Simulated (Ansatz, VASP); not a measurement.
## Two plane-wave programs on AlNi

```
CELL_PARAMETERS angstrom
2.88100 0.00000 0.00000
0.00000 2.88100 0.00000
0.00000 0.00000 2.88100
ATOMIC_POSITIONS crystal
Ni 0.50000 0.50000 0.50000
Al 0.00000 0.00000 0.00000
```

Alike in both runs: task single point; functional PBEsol; k mesh 8 × 8 × 8; occupations fermi-dirac, width 0.05 eV; collinear spin; fixed moment 1 μB.

|  | VASP | Ansatz |
| --- | --- | --- |
| version | VASP 6.6.1 | Ansatz 0.2.0 |
| potentials or method | VASP PAW PBE potentials, release 64 (Ni, Al) | Ansatz PAW |
| plane-wave cutoff (eV) | 520 | 420 |
| valence electrons in the cell | 13 | 21 |

VASP gave:

| Quantity | Value |
| --- | --- |
| pressure (GPa) | 0.7 |
| net moment per atom (μB) | 0.50 |
| size of the moment on the site where the two differ most (μB) | 0.06 |

**Question.** Which values does Ansatz return?

**Answer.** Pressure (GPa): 0.5; net moment per atom (μB): 0.50; size of the moment on the site where the two differ most (μB): 0.10.

VASP's potentials were made for PBE, not for PBEsol. Site moments also hang on the region over which each program counts them. With one functional, cell and mesh, what is left measures potentials, basis and numerics. VASP's potentials hold 13 valence electrons a cell and Ansatz's 21, so a difference there can come from the potentials and not from the codes.
